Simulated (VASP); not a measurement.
## Pt: single point with LDA

Crystal: Pt.

```xyz
4
Lattice="2.7083 0.0000 0.0000 -1.3541 2.3455 0.0000 0.0000 0.0000 9.3530" Properties=species:S:1:pos:R:3 pbc="T T T"
Pt    1.2241    0.7558    3.5074
Pt    1.2241    0.7558    8.1839
Pt    0.1300    1.5896    1.1691
Pt    0.1300    1.5896    5.8456
```

This cell differs from its parent crystal: atoms displaced along a vibrational mode.

```json
{"Program": "VASP 6.6.1", "Task": "single point", "Functional": "LDA", "Potentials or basis": "VASP PAW LDA potentials, release 64 (Pt)", "Cutoff": "520 eV", "k mesh": "18 × 18 × 6", "Occupations": "gaussian, width 0.15 eV", "Spin": "no spin polarisation"}
```

```yaml
Pressure: 1.4 GPa
Largest_force: 0.196 eV/Å
Band_gap_on_the_k_mesh: zero (bands 20 and 21 overlap by 1.51 eV)
```

Forces in eV/Å, atoms in the order of the input:
```
Pt  -0.025 -0.195  0.000
Pt  -0.025 -0.195  0.000
Pt   0.025  0.195  0.000
Pt   0.025  0.195  0.000
```

Stress tensor (GPa, compression positive):
```
 1.71 -0.49  0.00
-0.49  0.42  0.00
 0.00  0.00  2.08
```

Levels at points of the mesh, in eV from the Fermi level:
| k point | band 16 | band 17 | band 18 | band 19 | band 20 | band 21 | band 22 | band 23 | band 24 | band 25 |
| --- | --- | --- | --- | --- | --- | --- | --- | --- | --- | --- |
| (0.00, 0.00, 0.00) | -2.56 | -1.35 | -1.11 | -1.11 | -0.96 | -0.87 | -0.78 | -0.78 | 0.22 | 5.22 |
| (0.50, 0.00, 0.00) | 0.08 | 0.39 | 0.45 | 0.45 | 0.45 | 1.74 | 2.44 | 2.44 | 4.45 | 6.27 |
| (0.00, 0.50, 0.00) | -0.37 | 0.31 | 0.43 | 0.43 | 0.53 | 1.54 | 1.54 | 2.49 | 3.82 | 7.01 |
| (0.50, 0.50, 0.00) | -0.20 | 0.24 | 0.43 | 0.43 | 0.60 | 1.08 | 1.08 | 2.84 | 3.49 | 7.28 |
| (0.00, 0.00, 0.50) | -2.80 | -2.09 | -2.09 | -1.10 | -1.10 | -0.77 | -0.77 | -0.17 | -0.17 | 8.00 |
| (0.50, 0.00, 0.50) | -0.04 | 0.41 | 0.41 | 0.47 | 0.47 | 0.62 | 0.62 | 3.99 | 3.99 | 6.52 |
| (0.00, 0.50, 0.50) | -0.72 | 0.35 | 0.35 | 0.51 | 0.51 | 1.52 | 1.52 | 3.27 | 3.27 | 7.33 |
| (0.50, 0.50, 0.50) | -0.70 | 0.30 | 0.30 | 0.55 | 0.55 | 1.95 | 1.95 | 2.91 | 2.91 | 7.70 |

Wall time 14 min on 1 thread of Intel(R) Xeon(R) Platinum 8488C (Sapphire Rapids), on a shared host, peak memory 0.79 GiB.

Caveat: the cell differs from its parent crystal (atoms displaced along a vibrational mode); spin-orbit coupling is left out, which moves the levels of the heavy elements.
